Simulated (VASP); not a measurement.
Runs of VASP 6.6.1 on AlN. The structure is that of space group P6_3mc (No. 186), or close to it. The cells are those of the table. 

```tsv
task	level	cell	k mesh	cutoff (eV)	smearing	grid for exact exchange (PRECFOCK)	share of exact exchange	gap on the mesh (eV)	pressure (GPa)
relaxation of cell and atoms	r2SCAN	relaxed from a = 3.130, b = 3.130, c = 5.018 Å, angles 90.0, 90.0, 120.0°, 4 atoms	12 × 12 × 6	600	fermi-dirac 0.02 eV	-	-	(b)	0.0
dielectric tensor	r2SCAN	a = 3.107, b = 3.107, c = 4.979 Å, angles 90.0, 90.0, 120.0°, 4 atoms	9 × 9 × 4	520	gaussian 0.01 eV	-	-	4.92	-
single point	r2SCAN0	a = 3.107, b = 3.107, c = 4.979 Å, angles 90.0, 90.0, 120.0°, 4 atoms	6 × 6 × 4	520	gaussian 0.01 eV	Normal	0.25	6.76	-3.4
single point	PBE0	a = 3.107, b = 3.107, c = 4.979 Å, angles 90.0, 90.0, 120.0°, 4 atoms	6 × 6 × 4	520	gaussian 0.01 eV	Normal	0.25	6.33	(a)
```

Alike in all rows: potentials or basis VASP PAW PBE potentials, release 64 (Al, N); no spin polarisation.

Task: Fill in the values left out.

Result: (a) -0.8; (b) 4.93.

Caveats: the PAW data sets were made with another functional, which shifts forces and pressure a little; the cell stands under tension (at least some runs).

A k mesh can miss the band edges.
